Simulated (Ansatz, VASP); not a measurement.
ZnInGaO4: VASP beside Ansatz

```xyz
7
Lattice="1.6803 0.9701 8.7134 -1.6803 0.9701 8.7134 0.0000 -1.9403 8.7134" Properties=species:S:1:pos:R:3 pbc="T T T"
Zn    0.0000    0.0000    5.7086
In    0.0000    0.0000    0.0724
Ga    0.0000    0.0000   20.5732
O     0.0000    0.0000    7.7151
O     0.0000    0.0000   18.5951
O     0.0000    0.0000    3.1817
O     0.0000    0.0000   22.5747
```

Alike in both runs: task single point; functional PBEsol; k mesh 12 × 12 × 12; occupations gaussian, width 0.02 eV; no spin polarisation.

|  | VASP | Ansatz |
| --- | --- | --- |
| version | VASP 6.6.1 | Ansatz 0.2.0 |
| potentials or method | VASP PAW PBE potentials, release 64 (Zn, In_d, Ga_d, O), cutoff 520 eV | scalar-relativistic, plane waves, PAW |
| valence electrons in the cell | 62 | 62 |

|  | VASP | Ansatz | Ansatz less VASP |
| --- | --- | --- | --- |
| gap on the k mesh at the Fermi level (eV) | 0.96 | 0.98 | +0.014 |
| least direct gap on the mesh (eV) | 0.96 | 0.98 | +0.014 |
| pressure (GPa) | -6.1 | -6.6 | -0.51 |
| traceless stress, the component that is largest in VASP (GPa) | -0.06 | -0.09 | -0.030 |
| rms of the force components (eV/Å) | 0.028 | 0.028 | -0.0004 |

VASP's potentials were made for PBE, not for PBEsol. Atom by atom the forces differ by 0.005 eV/Å (rms over components). With one functional, cell and mesh, what is left measures potentials, basis and numerics.
